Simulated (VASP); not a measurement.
# CO2 (Fd-3m) in VASP: further runs, part 2 of 2

VASP 6.6.1.

**3. Single point, PBE, collinear spin, ferrimagnetic start**

This run uses another cell than the first one, of 8.96 Å³/atom, 0.739 times its volume.

INCAR

```
PREC = Accurate
ENCUT = 520
EDIFF = 1E-6
ISMEAR = 0
SIGMA = 0.1
LREAL = F
LASPH = T
NELM = 150
ALGO = Normal
ISIF = 2
LWAVE = F
LCHARG = F
ISPIN = 2
MAGMOM = -1.1 -1.1 1.69 1.69 1.69 1.69
LORBIT = 11
GGA = PE
NBANDS = 29
```

KPOINTS

```
Automatic mesh
0
Gamma
  4 4 4
```

POSCAR

```
CO2
1.0
    0.0000000000      2.9957198883      2.9957198883
    2.9957198883      0.0000000000      2.9957198883
    2.9957198883      2.9957198883      0.0000000000
C O
2 4
Direct
    0.0000000000      0.0000000000      0.0000000000
    0.2500000000      0.2500000000      0.2500000000
    0.6250000000      0.6250000000      0.6250000000
    0.1250000000      0.6250000000      0.6250000000
    0.6250000000      0.6250000000      0.1250000000
    0.6250000000      0.1250000000      0.6250000000
```

Potentials or basis: VASP PAW PBE potentials, release 64 (C, O).

The run is started by

```console
cat potpaw_PBE.64/C/POTCAR potpaw_PBE.64/O/POTCAR > POTCAR
mpirun -np 1 vasp_std > vasp.out
```

OUTCAR:

```text
PREC = Accurate
   ENCUT = 520
   EDIFF = 1E-6
   ISMEAR = 0
   LREAL = F
   LASPH = T
   NELM = 150
   ISIF = 2
   ISPIN = 2
   LORBIT = 11
   GGA = PE

 ion  position               nearest neighbor table
   1  0.000  0.000  0.000-
   2  0.250  0.250  0.250-
   3  0.625  0.625  0.625-
   4  0.125  0.625  0.625-
   5  0.625  0.625  0.125-
   6  0.625  0.125  0.625-

  LATTYP: Found a face centered cubic cell.
 ALAT       =     5.9914397766

  Lattice vectors:

 A1 = (   0.0000000000,   2.9957198883,   2.9957198883)
 A2 = (   2.9957198883,   0.0000000000,   2.9957198883)
 A3 = (   2.9957198883,   2.9957198883,   0.0000000000)

Analysis of symmetry for initial positions (statically):
=====================================================================
 Subroutine PRICEL returns:
 Original cell was already a primitive cell.

 Routine SETGRP: Setting up the symmetry group for a
 face centered cubic supercell.

 Subroutine GETGRP returns: Found 48 space group operations
 (whereof 24 operations were pure point group operations)
 out of a pool of 48 trial point group operations.

The static configuration has the point symmetry T_d .
 The point group associated with its full space group is O_h .

Analysis of symmetry for dynamics (positions and initial velocities):
=====================================================================
 Subroutine PRICEL returns:
 Original cell was already a primitive cell.

 Routine SETGRP: Setting up the symmetry group for a
 face centered cubic supercell.

 Subroutine GETGRP returns: Found 48 space group operations
 (whereof 24 operations were pure point group operations)
 out of a pool of 48 trial point group operations.

The dynamic configuration has the point symmetry T_d .
 The point group associated with its full space group is O_h .

Analysis of structural, dynamic, and magnetic symmetry:
=====================================================================
 Subroutine PRICEL returns:
 Original cell was already a primitive cell.

 Routine SETGRP: Setting up the symmetry group for a
 face centered cubic supercell.

 Subroutine GETGRP returns: Found 48 space group operations
 (whereof 24 operations were pure point group operations)
 out of a pool of 48 trial point group operations.

The overall configuration has the point symmetry T_d .
 The point group associated with its full space group is O_h .

 Subroutine INISYM returns: Found 48 space group operations
 (whereof 24 operations are pure point group operations),
 and found     1 'primitive' translations

----------------------------------------------------------------------------------------

                                     Primitive cell

  volume of cell :      53.7692

  direct lattice vectors                    reciprocal lattice vectors
     0.000000000  2.995719888  2.995719888    -0.166904790  0.166904790  0.166904790
     2.995719888  0.000000000  2.995719888     0.166904790 -0.166904790  0.166904790
     2.995719888  2.995719888  0.000000000     0.166904790  0.166904790 -0.166904790

  length of vectors
     4.236587695  4.236587695  4.236587695     0.289087577  0.289087577  0.289087577

  position of ions in fractional coordinates (direct lattice)
[... 74 lines left out ...]
   IBRION =     -1    ionic relax: 0-MD 1-quasi-New 2-CG
   NFREE  =      0    steps in history (QN), initial steepest desc. (CG)
   ISIF   =      2    stress and relaxation
   ISYM   =      2    0-nonsym 1-usesym 2-fastsym
   POTIM  = 0.5000    time-step for ionic-motion
   TEBEG  =    0.0;   TEEND  =   0.0 temperature during run
   PSTRESS=    0.0 pullay stress
   NELECT =      32.0000    total number of electrons
   NUPDOWN=      -1.0000    fix difference up-down
   EMIN   =  10.00;   EMAX   =-10.00  energy-range for DOS
   EFERMI =   0.00;   METHOD = LEGACY
   ISMEAR =     0;   SIGMA  =   0.10  broadening in eV -4-tet -1-fermi 0-gaus
   EFERMI_NEDOS =   21; number of points for ismear=-14 and -15
   IALGO  =     38    algorithm
   IMIX   =      4    mixing-type and parameters
     AMIX     =   0.40;   BMIX     =  1.00
     AMIX_MAG =   1.60;   BMIX_MAG =  1.00
  volume/ion in A,a.u.               =       8.96        60.48
  Fermi-wavevector in a.u.,A,eV,Ry     =   1.377041  2.602231 25.799948  1.896243
  Thomas-Fermi vector in A             =   2.502231
   LORBIT       =     11    0 simple, 1 ext, 2 COOP (PROOUT), +10 PAW based schemes
   GGA     = PE    functional components
   LHFCALC =     F    Hartree Fock is set to
   AEXX    =    0.0000 exact exchange contribution
   IVDW    =     0    specifies the selected vdW correction
   LEPSILON=     F    determine dielectric tensor
   LRPA    =     F    only Hartree local field effects (RPA)
 spin polarized calculation
 Gauss-broadening in eV      SIGMA  =   0.10
  energy-cutoff  :      520.00
  volume of cell :       53.77
 maximum number of plane-waves:      1459
   NGX = 15   NGY = 15   NGZ = 15

 number of electron      32.0000012 magnetization       2.6394780

 Free energy of the ion-electron system (eV)
  ---------------------------------------------------
  ext. energy  EPLUGINS =         0.00000000
  ---------------------------------------------------
  free energy    TOTEN  =       -18.10223489 eV

  energy without entropy =      -18.08876092  energy(sigma->0) =      -18.09549791

 E-fermi :   2.8486     XC(G=0): -11.5217

 val. band max:        2.7674764170   @ k =   0.2500   0.0000   0.0000
 cond. band min:       2.9046116037   @ k =  -0.2500   0.5000   0.2500
 fundamental gap:      0.1371351867
 Fermi energy:         2.8486088693

 spin component 1

 k-point     1 :       0.0000    0.0000    0.0000
  band No.  band energies     occupation
      1     -18.4657      1.00000
      2     -14.0330      1.00000
      3     -14.0330      1.00000
      4     -14.0330      1.00000
      5      -6.6734      1.00000
      6      -5.5231      1.00000
[... 237 lines left out ...]
     27      21.8543      0.00000
     28      21.8543      0.00000
 Fermi energy:         2.8486088693

 spin component 2

 k-point     1 :       0.0000    0.0000    0.0000
  band No.  band energies     occupation
      1     -17.4813      1.00000
      2     -12.7698      1.00000
      3     -12.7698      1.00000
      4     -12.7698      1.00000
      5      -6.6777      1.00000
      6      -4.9335      1.00000
[... 237 lines left out ...]
     27      22.0396      0.00000
     28      22.0396      0.00000
 [bands above 28 left out]

------------------------ aborting loop because EDIFF is reached ----------------------------------------

  FORCE on cell =-STRESS in cart. coord.  units (eV):
  Direction    XX          YY          ZZ          XY          YZ          ZX
  --------------------------------------------------------------------------------------
  -------------------------------------------------------------------------------------
  Total       -0.0912192     -0.0912192     -0.0912192      0.0000000      0.0000000      0.0000000
  in kB       -2.7180878     -2.7180878     -2.7180878      0.0000000      0.0000000      0.0000000
  external PRESSURE =      -2.7180878 kB  Pullay stress =       0.0000000 kB

 VOLUME and BASIS-vectors are now :
 -----------------------------------------------------------------------------
  energy-cutoff  :      520.00
  volume of cell :       53.77
      direct lattice vectors                 reciprocal lattice vectors
     0.000000000  2.995719888  2.995719888    -0.166904790  0.166904790  0.166904790
     2.995719888  0.000000000  2.995719888     0.166904790 -0.166904790  0.166904790
     2.995719888  2.995719888  0.000000000     0.166904790  0.166904790 -0.166904790

 POSITION                                       TOTAL-FORCE (eV/Angst)
 -----------------------------------------------------------------------------------
      0.00000      0.00000      0.00000        -0.000000     -0.000000     -0.000000
      1.49786      1.49786      1.49786         0.000000      0.000000      0.000000
      3.74465      3.74465      3.74465         0.000000      0.000000      0.000000
      3.74465      2.24679      2.24679         0.000000      0.000000      0.000000
      2.24679      2.24679      3.74465         0.000000      0.000000      0.000000
      2.24679      3.74465      2.24679         0.000000      0.000000      0.000000
 -----------------------------------------------------------------------------------
    total drift:                                0.000000      0.000000      0.000000

  FREE ENERGIE OF THE ION-ELECTRON SYSTEM (eV)
  ---------------------------------------------------
  free  energy   TOTEN  =       -18.1022348942 eV

  energy  without entropy=      -18.0887609239  energy(sigma->0) =      -18.09549791

 total charge

# of ion       s       p       d       tot
------------------------------------------
    1        1.132   0.767   0.000   1.899
    2        1.132   0.767   0.000   1.899
    3        1.663   2.973   0.000   4.636
    4        1.663   2.973   0.000   4.636
    5        1.663   2.973   0.000   4.636
    6        1.663   2.973   0.000   4.636
--------------------------------------------------
tot          8.915  13.425   0.000  22.340

 magnetization (x)

# of ion       s       p       d       tot
------------------------------------------
    1       -0.002  -0.032   0.000  -0.034
    2       -0.002  -0.032   0.000  -0.034
    3        0.007   0.608   0.000   0.615
    4        0.007   0.608   0.000   0.615
    5        0.007   0.608   0.000   0.615
    6        0.007   0.608   0.000   0.615
--------------------------------------------------
tot          0.024   2.369   0.000   2.393
```

OSZICAR:

```text
N       E                     dE             d eps       ncg     rms          rms(c)
DAV:   1     0.128451196446E+03    0.12845E+03   -0.17434E+04   928   0.106E+03
DAV:   2    -0.133515339238E+02   -0.14180E+03   -0.12666E+03  1181   0.227E+02
DAV:   3    -0.196486667226E+02   -0.62971E+01   -0.62211E+01  1083   0.433E+01
DAV:   4    -0.196793636787E+02   -0.30697E-01   -0.30691E-01  1088   0.349E+00
DAV:   5    -0.196794926004E+02   -0.12892E-03   -0.12892E-03  1073   0.228E-01    0.115E+01
DAV:   6    -0.228396180545E+02   -0.31601E+01   -0.56151E+01  1054   0.199E+01    0.208E+01
DAV:   7    -0.180166829809E+02    0.48229E+01   -0.17549E+01  1051   0.149E+01    0.314E+00
DAV:   8    -0.180982561476E+02   -0.81573E-01   -0.61653E-01  1063   0.391E+00    0.191E+00
DAV:   9    -0.180965173711E+02    0.17388E-02   -0.13459E-01  1068   0.143E+00    0.102E+00
DAV:  10    -0.180980760027E+02   -0.15586E-02   -0.58947E-02  1046   0.123E+00    0.315E-01
DAV:  11    -0.181012860185E+02   -0.32100E-02   -0.74061E-03  1063   0.460E-01    0.145E-01
DAV:  12    -0.181021543129E+02   -0.86829E-03   -0.10529E-03  1082   0.155E-01    0.102E-01
DAV:  13    -0.181022277376E+02   -0.73425E-04   -0.85890E-04  1104   0.121E-01    0.336E-02
DAV:  14    -0.181022353478E+02   -0.76102E-05   -0.73027E-05  1078   0.450E-02    0.134E-02
DAV:  15    -0.181022348942E+02    0.45363E-06   -0.35349E-06   887   0.104E-02
   1 F= -.18102235E+02 E0= -.18095498E+02  d E =-.134740E-01  mag=     2.6391
```

stdout:

```text
POSCAR found type information on POSCAR C O
 POSCAR found :  2 types and       6 ions
 scaLAPACK will be used
 LDA part: xc-table for (Slater+PW92), standard interpolation
 POSCAR, INCAR and KPOINTS ok, starting setup
 FFT: planning ... GRIDC
 FFT: planning ... GRID_SOFT
 FFT: planning ... GRID
 WAVECAR not read
 entering main loop
```

Wall time 23 s (1 thread of Intel Xeon Platinum 8375C at 2.90GHz (Ice Lake), shared host); peak memory 0.19 GiB.

Results:

| Property | Result |
| --- | --- |
| Free energy | -18.1022 eV |
| Pressure | -0.3 GPa |
| Net moment | 2.64 μB per cell |
| Site moments | C -0.03; O +0.61 μB |
| Valence electrons inside the program's atomic spheres | C 1.90; O 4.64 |

Caveat: the k points lie up to 0.45 Å⁻¹ apart.

**4. Single point, PBE, collinear spin, ferromagnetic start**

This run uses another cell than the first one, of 8.75 Å³/atom, 0.721 times its volume.

INCAR

```
PREC     = Accurate       # precision mode
ENCUT    = 520            # plane-wave cutoff, eV
EDIFF    = 1E-6           # SCF threshold, eV
ISMEAR   = 0              # smearing method
SIGMA    = 0.1            # smearing width, eV
LREAL    = F              # projectors in reciprocal space
LASPH    = T              # aspherical terms in the spheres
NELM     = 150            # most SCF steps
ALGO     = Normal         # electronic algorithm
ISIF     = 2              # what is computed and relaxed
LWAVE    = F              # write WAVECAR
LCHARG   = T              # write CHGCAR
ISPIN    = 2              # spin polarisation
MAGMOM   = 0 0 0.73 0.73 0.73 0.73 # initial moments
LORBIT   = 11             # projections on sites
GGA      = PE             # functional
LELF     = T              # ELF
LVHAR    = T            
NBANDS   = 29             # bands
```

KPOINTS

```
regular mesh
0
Gamma
  6 6 6
```

POSCAR

```
CO2
1.0
    0.0000000000      2.9717161140      2.9717161140
    2.9717161140      0.0000000000      2.9717161140
    2.9717161140      2.9717161140      0.0000000000
C O
2 4
Direct
    0.5000000000      0.5000000000      0.5000000000
    0.7500000000      0.7500000000      0.7500000000
    0.1250000000      0.1250000000      0.1250000000
    0.6250000000      0.1250000000      0.1250000000
    0.1250000000      0.1250000000      0.6250000000
    0.1250000000      0.6250000000      0.1250000000
```

The run is started by

```console
cat potpaw_PBE.64/C/POTCAR potpaw_PBE.64/O/POTCAR > POTCAR
mpirun -np 1 vasp_std > vasp.out
```

Run time: 56 s. Hardware: 1 thread of Intel Xeon Platinum 8375C at 2.90GHz (Ice Lake), shared host; peak memory 0.2 GiB.

It converged, with:

```
Free energy                                           : -18.2101 eV
Pressure                                              : -0.4 GPa
Net moment                                            : 1.31 μB per cell
Site moments                                          : C +0.07; O +0.24 μB
Valence electrons inside the program's atomic spheres : C 1.89; O 4.64
```

Levels at points of the mesh, in eV from the Fermi level:
Spin up:
```tsv
k point	band 13	band 14	band 15	band 16	band 17	band 18	band 19	band 20
(0.00, 0.00, 0.00)	-1.41	-1.41	-1.41	0.17	0.17	0.17	0.88	0.88
(0.50, 0.00, 0.00)	-2.40	-2.20	-2.00	-0.50	0.19	0.43	0.43	1.27
(0.50, 0.50, 0.00)	-2.17	-2.17	-2.16	-2.16	0.87	0.87	0.92	0.92
```
Spin down:
```csv
k point,band 12,band 13,band 14,band 15,band 16,band 17,band 18,band 19
"(0.00, 0.00, 0.00)",-3.58,-1.25,-1.25,-1.25,0.84,0.84,0.84,1.13
"(0.50, 0.00, 0.00)",-1.98,-1.93,-1.93,-1.49,-0.32,0.79,0.79,0.87
"(0.50, 0.50, 0.00)",-1.78,-1.74,-1.74,-1.58,-1.58,1.25,1.25,1.26
```

**5. Overview**

| spin | cell | k mesh | gap on the mesh (eV) | pressure (GPa) | moment (μB) |
| --- | --- | --- | --- | --- | --- |
| off | a = 4.686 Å, angles 60.0°, 6 atoms | 6 × 6 × 6 | none | -20.8 | - |
| collinear, ferrimagnetic start | a = 4.237 Å, angles 60.0°, 6 atoms | 4 × 4 × 4 | none | -0.3 | 2.64 |
| collinear, ferromagnetic start | a = 4.203 Å, angles 60.0°, 6 atoms | 6 × 6 × 6 | none | -0.4 | 1.31 |

Alike in all rows: task single point; level PBE; potentials or basis VASP PAW PBE potentials, release 64 (C, O); cutoff (eV) 520; smearing gaussian 0.1 eV.

Caveats: some runs use coarse meshes.

Total energies depend on the potentials used, so only differences within one code and one set of settings carry meaning.
